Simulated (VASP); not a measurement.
# Sc2SbP3 (P6/mmm) in VASP: further runs

Sc2SbP3 is run at these levels: PBE; tasks: single point, relaxation of cell and atoms.

All numbers are computed with VASP 6.6.1; they aren't measurements. Logs are shortened: lines on timing, memory, paths and dates and some standing lists are left out, and cuts for length are marked.

### 1 The cell of the first run

It takes space group P6/mmm (No. 191, hexagonal). Conventional cell: a = 6.054 Å, b = 6.054 Å, c = 3.530 Å, α = 90.00°, β = 90.00°, γ = 120.00°. Within 3.3 Å of Sc (site symmetry -6m2) lie 6 P at 2.48 Å. Within 4.6 Å of Sb (site symmetry 6/mmm) lie 6 Sc at 3.50 Å and 12 P at 3.50 Å and 2 Sb at 3.53 Å. Within 3.3 Å of P (site symmetry mmm) lie 4 Sc at 2.48 Å and 4 P at 3.03 Å.

The cell was generated, and may not be a known phase.

### 2 Single point, PBE

Contents of INCAR:

```
SYSTEM = Sc2SbP3
ALGO     = Normal         ! electronic algorithm
EDIFF    = 1E-6           ! SCF threshold, eV
ENCUT    = 520            ! plane-wave cutoff, eV
GGA      = PE             ! functional
ISIF     = 2              ! what is computed and relaxed
ISMEAR   = 0              ! smearing method
LASPH    = .True.         ! aspherical terms in the spheres
LCHARG   = .True.         ! write CHGCAR
LELF     = .True.         ! ELF
LREAL    = .False.        ! projectors in reciprocal space
LVHAR    = .True.       
LWAVE    = .False.        ! write WAVECAR
NBANDS   = 30             ! bands
NELM     = 80             ! most SCF steps
PREC     = Accurate       ! precision mode
SIGMA    = 0.1            ! smearing width, eV
```

Contents of KPOINTS:

```
k-points
0
Gamma
  3 3 6
  0 0 0
```

Contents of POSCAR:

```
Sc2SbP3
1.0
    6.0543235300      0.0000000000      0.0000000000
   -3.0271617600      5.2431979800      0.0000000000
    0.0000000000      0.0000000000      3.5297498700
Sc Sb P
2 1 3
Direct
    0.3333333300      0.6666666700      0.0000000000
    0.6666666700      0.3333333300      0.0000000000
    0.0000000000      0.0000000000      0.0000000000
    0.5000000000      0.0000000000      0.5000000000
    0.5000000000      0.5000000000      0.5000000000
    0.0000000000      0.5000000000      0.5000000000
```

Potentials or basis: VASP PAW PBE potentials, release 64 (Sc_sv, Sb, P).

Launch:

```bash
> cat potpaw_PBE.64/Sc_sv/POTCAR potpaw_PBE.64/Sb/POTCAR potpaw_PBE.64/P/POTCAR > POTCAR
> mpirun -np 1 vasp_std > vasp.out
```

OUTCAR:

```text
SYSTEM = Sc2SbP3
   EDIFF = 1E-6
   ENCUT = 520
   GGA = PE
   ISIF = 2
   ISMEAR = 0
   LASPH = .True.
   LREAL = .False.
   NELM = 80
   PREC = Accurate

 ion  position               nearest neighbor table
   1  0.333  0.667  0.000-   4 2.48   4 2.48   6 2.48   6 2.48   5 2.48   5 2.48   3 3.50   3 3.50
                             3 3.50
   2  0.667  0.333  0.000-   4 2.48   4 2.48   6 2.48   6 2.48   5 2.48   5 2.48   3 3.50   3 3.50
                             3 3.50
   3  0.000  0.000  0.000-   1 3.50   2 3.50   1 3.50   2 3.50   2 3.50   1 3.50
   4  0.500  0.000  0.500-   1 2.48   2 2.48   1 2.48   2 2.48
   5  0.500  0.500  0.500-   1 2.48   2 2.48   1 2.48   2 2.48
   6  0.000  0.500  0.500-   1 2.48   2 2.48   1 2.48   2 2.48

  LATTYP: Found a hexagonal cell.
 ALAT       =     6.0543235300
 C/A-ratio  =     0.5830130902

  Lattice vectors:

 A1 = (   6.0543235300,   0.0000000000,   0.0000000000)
 A2 = (  -3.0271617600,   5.2431979800,   0.0000000000)
 A3 = (   0.0000000000,   0.0000000000,   3.5297498700)

Analysis of symmetry for initial positions (statically):
=====================================================================
 Subroutine PRICEL returns:
 Original cell was already a primitive cell.

 Routine SETGRP: Setting up the symmetry group for a
 hexagonal supercell.

 Subroutine GETGRP returns: Found 24 space group operations
 (whereof 24 operations were pure point group operations)
 out of a pool of 24 trial point group operations.

The static configuration has the point symmetry D_6h.

Analysis of symmetry for dynamics (positions and initial velocities):
=====================================================================
 Subroutine PRICEL returns:
 Original cell was already a primitive cell.

 Routine SETGRP: Setting up the symmetry group for a
 hexagonal supercell.

 Subroutine GETGRP returns: Found 24 space group operations
 (whereof 24 operations were pure point group operations)
 out of a pool of 24 trial point group operations.

The dynamic configuration has the point symmetry D_6h.

 Subroutine INISYM returns: Found 24 space group operations
 (whereof 24 operations are pure point group operations),
 and found     1 'primitive' translations

----------------------------------------------------------------------------------------

                                     Primitive cell

  volume of cell :     112.0484

  direct lattice vectors                    reciprocal lattice vectors
     6.054323530  0.000000000  0.000000000     0.165171219  0.095361648  0.000000000
    -3.027161760  5.243197980  0.000000000     0.000000000  0.190723296  0.000000000
     0.000000000  0.000000000  3.529749870     0.000000000  0.000000000  0.283306194

  length of vectors
     6.054323530  6.054323528  3.529749870     0.190723296  0.190723296  0.283306194

  position of ions in fractional coordinates (direct lattice)
     0.333333330  0.666666670  0.000000000
     0.666666670  0.333333330  0.000000000
     0.000000000  0.000000000  0.000000000
     0.500000000  0.000000000  0.500000000
     0.500000000  0.500000000  0.500000000
     0.000000000  0.500000000  0.500000000

  ion indices of the primitive-cell ions
   primitive index   ion index
                 1           1
                 2           2
                 3           3
                 4           4
                 5           5
                 6           6

----------------------------------------------------------------------------------------

 KPOINTS: k-points

Automatic generation of k-mesh.
 Grid dimensions read from file:
 generate k-points for:    3    3    6

 Generating k-lattice:

  Cartesian coordinates                     Fractional coordinates (reciprocal lattice)
     0.055057073  0.031787216  0.000000000     0.333333333  0.000000000  0.000000000
     0.000000000  0.063574432  0.000000000     0.000000000  0.333333333  0.000000000
     0.000000000  0.000000000  0.047217699     0.000000000  0.000000000  0.166666667

  Length of vectors
     0.063574432  0.063574432  0.047217699

  Shift w.r.t. Gamma in fractional coordinates (k-lattice)
     0.000000000  0.000000000  0.000000000

 Subroutine IBZKPT returns following result:
 ===========================================

 Found     12 irreducible k-points:

 Following reciprocal coordinates:
            Coordinates               Weight
  0.000000  0.000000  0.000000      1.000000
  0.333333  0.000000  0.000000      6.000000
  0.333333  0.333333  0.000000      2.000000
  0.000000  0.000000  0.166667      2.000000
  0.333333  0.000000  0.166667     12.000000
  0.333333  0.333333  0.166667      4.000000
  0.000000  0.000000  0.333333      2.000000
  0.333333  0.000000  0.333333     12.000000
  0.333333  0.333333  0.333333      4.000000
  0.000000  0.000000  0.500000      1.000000
  0.333333  0.000000  0.500000      6.000000
  0.333333  0.333333  0.500000      2.000000
   k-points           NKPTS =     12   k-points in BZ     NKDIM =     12   number of bands    NBANDS=     30
   number of dos      NEDOS =    301   number of ions     NIONS =      6
   total plane-waves  NPLWV =  64512
   dimension x,y,z NGX =    48 NGY =   48 NGZ =   28
   dimension x,y,z NGXF=    96 NGYF=   96 NGZF=   56
   ions per type =               2   1   3
   NGX,Y,Z   is equivalent  to a cutoff of  13.18, 13.18, 13.19 a.u.
   NGXF,Y,Z  is equivalent  to a cutoff of  26.36, 26.36, 26.38 a.u.
 SYSTEM =  Sc2SbP3
   PREC   = accura    normal or accurate (medium, high low for compatibility)
   ISTART =      0    job   : 0-new  1-cont  2-samecut
   ICHARG =      2    charge: 1-file 2-atom 10-const
   ISPIN  =      1    spin polarized calculation?
   LNONCOLLINEAR =      F non collinear calculations
   LSORBIT =      F    spin-orbit coupling
   LASPH  =      T    aspherical Exc in radial PAW
   ENCUT  =  520.0 eV  38.22 Ry    6.18 a.u.  11.26 11.26  6.56*2*pi/ulx,y,z
   NELM   =     80;   NELMIN=  2; NELMDL= -5     # of ELM steps
   EDIFF  = 0.1E-05   stopping-criterion for ELM
   LREAL  =      F    real-space projection
   EDIFFG = 0.1E-04   stopping-criterion for IOM
   NSW    =      0    number of steps for IOM
   IBRION =     -1    ionic relax: 0-MD 1-quasi-New 2-CG
   NFREE  =      0    steps in history (QN), initial steepest desc. (CG)
   ISIF   =      2    stress and relaxation
   ISYM   =      2    0-nonsym 1-usesym 2-fastsym
   POTIM  = 0.5000    time-step for ionic-motion
   TEBEG  =    0.0;   TEEND  =   0.0 temperature during run
   PSTRESS=    0.0 pullay stress
   NELECT =      42.0000    total number of electrons
   NUPDOWN=      -1.0000    fix difference up-down
   EMIN   =  10.00;   EMAX   =-10.00  energy-range for DOS
   EFERMI =   0.00;   METHOD = LEGACY
   ISMEAR =     0;   SIGMA  =   0.10  broadening in eV -4-tet -1-fermi 0-gaus
   EFERMI_NEDOS =   21; number of points for ismear=-14 and -15
   IALGO  =     38    algorithm
   IMIX   =      4    mixing-type and parameters
     AMIX     =   0.40;   BMIX     =  1.00
     AMIX_MAG =   1.60;   BMIX_MAG =  1.00
  volume/ion in A,a.u.               =      18.67       126.02
  Fermi-wavevector in a.u.,A,eV,Ry     =   1.180382  2.230599 18.957027  1.393302
  Thomas-Fermi vector in A             =   2.316676
   LORBIT       =      0    0 simple, 1 ext, 2 COOP (PROOUT), +10 PAW based schemes
   GGA     = PE    functional components
   LHFCALC =     F    Hartree Fock is set to
   AEXX    =    0.0000 exact exchange contribution
   IVDW    =     0    specifies the selected vdW correction
   LEPSILON=     F    determine dielectric tensor
   LRPA    =     F    only Hartree local field effects (RPA)
 non-spin polarized calculation
 Gauss-broadening in eV      SIGMA  =   0.10
  energy-cutoff  :      520.00
  volume of cell :      112.05
 maximum number of plane-waves:      3038
 NGX is ok and might be reduce to    48
   NGX = 23   NGY = 23   NGZ = 13

 number of electron      41.9999999 magnetization

 Free energy of the ion-electron system (eV)
  ---------------------------------------------------
  ext. energy  EPLUGINS =         0.00000000
  ---------------------------------------------------
  free energy    TOTEN  =       -35.57443992 eV

  energy without entropy =      -35.55293680  energy(sigma->0) =      -35.56368836

 E-fermi :   7.2920     XC(G=0): -10.7176

 val. band max:        7.1473999365   @ k =   0.3333   0.3333   0.3333
 cond. band min:       7.3097436972   @ k =   0.3333   0.0000   0.0000
 fundamental gap:      0.1623437607
 Fermi energy:         7.2919951514

 k-point     1 :       0.0000    0.0000    0.0000
  band No.  band energies     occupation
      1     -41.5200      2.00000
      2     -41.5029      2.00000
      3     -20.3435      2.00000
      4     -20.3435      2.00000
      5     -20.2314      2.00000
      6     -20.2251      2.00000
[... 22 lines left out ...]
     29      10.3326      0.00000
     30      10.8348      0.00000

 k-point     2 :       0.3333    0.0000    0.0000
  band No.  band energies     occupation
      1     -41.5164      2.00000
      2     -41.5065      2.00000
      3     -20.3493      2.00000
      4     -20.3228      2.00000
      5     -20.2470      2.00000
      6     -20.2250      2.00000
[... 22 lines left out ...]
     29      10.4951      0.00000
     30      10.5234      0.00000

 k-point     3 :       0.3333    0.3333    0.0000
  band No.  band energies     occupation
      1     -41.5115      2.00000
      2     -41.5115      2.00000
      3     -20.3553      2.00000
      4     -20.2850      2.00000
      5     -20.2850      2.00000
      6     -20.2163      2.00000
[... 22 lines left out ...]
     29      10.8382      0.00000
     30      10.9045      0.00000

 k-point     4 :       0.0000    0.0000    0.1667
  band No.  band energies     occupation
      1     -41.5171      2.00000
      2     -41.5003      2.00000
      3     -20.3351      2.00000
      4     -20.3351      2.00000
      5     -20.2821      2.00000
      6     -20.2431      2.00000
[... 22 lines left out ...]
     29      10.3252      0.00000
     30      10.9160      0.00000

 k-point     5 :       0.3333    0.0000    0.1667
  band No.  band energies     occupation
      1     -41.5135      2.00000
      2     -41.5039      2.00000
      3     -20.3409      2.00000
      4     -20.3154      2.00000
      5     -20.2745      2.00000
      6     -20.2510      2.00000
[... 22 lines left out ...]
     29      10.3912      0.00000
     30      10.7449      0.00000

 k-point     6 :       0.3333    0.3333    0.1667
  band No.  band energies     occupation
      1     -41.5087      2.00000
      2     -41.5087      2.00000
      3     -20.3466      2.00000
      4     -20.2802      2.00000
      5     -20.2802      2.00000
      6     -20.2608      2.00000
[... 22 lines left out ...]
     29      10.6945      0.00000
     30      10.7307      0.00000

 k-point     7 :       0.0000    0.0000    0.3333
  band No.  band energies     occupation
      1     -41.5112      2.00000
      2     -41.4951      2.00000
      3     -20.3816      2.00000
      4     -20.3255      2.00000
      5     -20.3184      2.00000
      6     -20.3184      2.00000
[... 22 lines left out ...]
     29      10.6645      0.00000
     30      10.9792      0.00000

 k-point     8 :       0.3333    0.0000    0.3333
  band No.  band energies     occupation
      1     -41.5078      2.00000
      2     -41.4985      2.00000
      3     -20.3699      2.00000
      4     -20.3378      2.00000
      5     -20.3239      2.00000
      6     -20.2991      2.00000
[... 22 lines left out ...]
     29      10.8209      0.00000
     30      11.0570      0.00000

 k-point     9 :       0.3333    0.3333    0.3333
  band No.  band energies     occupation
      1     -41.5032      2.00000
      2     -41.5032      2.00000
      3     -20.3539      2.00000
      4     -20.3539      2.00000
      5     -20.3293      2.00000
      6     -20.2649      2.00000
[... 22 lines left out ...]
     29      10.9022      0.00000
     30      10.9022      0.00000

 k-point    10 :       0.0000    0.0000    0.5000
  band No.  band energies     occupation
      1     -41.5083      2.00000
      2     -41.4925      2.00000
      3     -20.4304      2.00000
      4     -20.3661      2.00000
      5     -20.3100      2.00000
      6     -20.3100      2.00000
[... 22 lines left out ...]
     29      10.7961      0.00000
     30      10.7963      0.00000

 k-point    11 :       0.3333    0.0000    0.5000
  band No.  band energies     occupation
      1     -41.5049      2.00000
      2     -41.4958      2.00000
      3     -20.4168      2.00000
      4     -20.3797      2.00000
      5     -20.3153      2.00000
      6     -20.2919      2.00000
[... 22 lines left out ...]
     29      11.0157      0.00000
     30      11.5878      0.00000

 k-point    12 :       0.3333    0.3333    0.5000
  band No.  band energies     occupation
      1     -41.5004      2.00000
      2     -41.5004      2.00000
      3     -20.3982      2.00000
      4     -20.3982      2.00000
      5     -20.3206      2.00000
      6     -20.2587      2.00000
[... 22 lines left out ...]
     29      11.3098      0.00000
     30      11.3140      0.00000

------------------------ aborting loop because EDIFF is reached ----------------------------------------

  FORCE on cell =-STRESS in cart. coord.  units (eV):
  Direction    XX          YY          ZZ          XY          YZ          ZX
  --------------------------------------------------------------------------------------
  -------------------------------------------------------------------------------------
  Total        3.9669521      3.9669521     13.5625766      0.0000000      0.0000000      0.0000000
  in kB       56.7233307     56.7233308    193.9308829      0.0000001      0.0000000      0.0000000
  external PRESSURE =     102.4591815 kB  Pullay stress =       0.0000000 kB

 VOLUME and BASIS-vectors are now :
 -----------------------------------------------------------------------------
  energy-cutoff  :      520.00
  volume of cell :      112.05
      direct lattice vectors                 reciprocal lattice vectors
     6.054323530  0.000000000  0.000000000     0.165171219  0.095361648  0.000000000
    -3.027161760  5.243197980  0.000000000     0.000000000  0.190723296  0.000000000
     0.000000000  0.000000000  3.529749870     0.000000000  0.000000000  0.283306194

 POSITION                                       TOTAL-FORCE (eV/Angst)
 -----------------------------------------------------------------------------------
     -0.00000      3.49547      0.00000        -0.000000      0.000000      0.000000
      3.02716      1.74773      0.00000         0.000000     -0.000000     -0.000000
      0.00000      0.00000      0.00000         0.000000      0.000000     -0.000000
      3.02716      0.00000      1.76487         0.000000      0.000000     -0.000000
      1.51358      2.62160      1.76487         0.000000      0.000000     -0.000000
     -1.51358      2.62160      1.76487         0.000000      0.000000     -0.000000
 -----------------------------------------------------------------------------------
    total drift:                               -0.000000      0.000000     -0.000000

  FREE ENERGIE OF THE ION-ELECTRON SYSTEM (eV)
  ---------------------------------------------------
  free  energy   TOTEN  =       -35.5744399216 eV

  energy  without entropy=      -35.5529368000  energy(sigma->0) =      -35.56368836
```

Run time: 30 s. Hardware: 1 thread of Intel Xeon 6975P-C (Granite Rapids), shared host; peak memory 0.25 GiB.

Results:

```
Free energy            : -35.5744 eV
Pressure               : 10.2 GPa
Band gap on the k mesh : zero (bands 21 and 22 overlap by 0.93 eV)
```

Levels at points of the mesh, in eV from the Fermi level:
```
           k point  band 18  band 19  band 20  band 21  band 22  band 23  band 24  band 25
(0.00, 0.00, 0.00)    -1.24    -0.59     0.44     0.44     1.08     1.50     1.50     1.61
(0.00, 0.00, 0.50)    -3.39    -2.81    -2.13    -2.13     0.39     0.39     1.80     2.99
```

Caveat: the k points lie up to 0.40 Å⁻¹ apart, too coarse for converged energies and pressures of a metal; spin-orbit coupling is left out, which moves the levels of the heavy elements.

### 3 Single point, PBE

This run uses another cell than the first one, of 19.83 Å³/atom.

Contents of INCAR:

```
PREC     = Accurate       # precision mode
ENCUT    = 520            # plane-wave cutoff, eV
EDIFF    = 1E-6           # SCF threshold, eV
ISMEAR   = 0              # smearing method
SIGMA    = 0.1            # smearing width, eV
LREAL    = False          # projectors in reciprocal space
LASPH    = True           # aspherical terms in the spheres
NELM     = 100            # most SCF steps
ALGO     = Normal         # electronic algorithm
ISIF     = 2              # what is computed and relaxed
LWAVE    = False          # write WAVECAR
LCHARG   = False          # write CHGCAR
GGA      = PE             # functional
NBANDS   = 30             # bands
```

Contents of KPOINTS:

```
regular mesh
0
Gamma
  3 3 6
```

Contents of POSCAR:

```
Sc2SbP3
1.0
    5.9294864730     -0.0000000028      0.0000000000
   -2.9647432341      5.1350859185      0.0000000000
    0.0000000000      0.0000000000      3.9066585794
Sc Sb P
2 1 3
Direct
    0.3333333333      0.6666666667      0.0000000000
    0.6666666667      0.3333333333      0.0000000000
    0.0000000000      0.0000000000      0.0000000000
    0.5000000000      0.0000000000      0.5000000000
    0.5000000000      0.5000000000      0.5000000000
    0.0000000000      0.5000000000      0.5000000000
```

Potentials or basis: VASP PAW PBE potentials, release 64 (Sc_sv, Sb, P).

Launch:

```bash
> cat potpaw_PBE.64/Sc_sv/POTCAR potpaw_PBE.64/Sb/POTCAR potpaw_PBE.64/P/POTCAR > POTCAR
> mpirun -np 1 vasp_std > vasp.out
```

Wall time 31 s (1 thread of Intel Xeon 6975P-C (Granite Rapids), shared host); peak memory 0.26 GiB.

It converged, with:

```yaml
Free_energy: -36.2197 eV
Pressure: 0.2 GPa
Band_gap_on_the_k_mesh: zero (bands 21 and 22 overlap by 1.14 eV)
```

Stress tensor (GPa, compression positive):
```
0.07 0.00 0.00
0.00 0.07 0.00
0.00 0.00 0.41
```

Levels at points of the mesh, in eV from the Fermi level:
```tsv
k point	band 18	band 19	band 20	band 21	band 22	band 23	band 24	band 25
(0.00, 0.00, 0.00)	-2.46	-0.30	0.45	0.45	1.30	1.30	1.46	1.46
(0.00, 0.00, 0.50)	-3.05	-2.31	-2.31	-2.09	0.99	0.99	1.83	1.85
```

Caveat: the k points lie up to 0.41 Å⁻¹ apart, too coarse for converged energies and pressures of a metal; spin-orbit coupling is left out, which moves the levels of the heavy elements.

[end of part 1 of 3]

The gap in the log of VASP goes by the Fermi energy; the results here count the filled bands.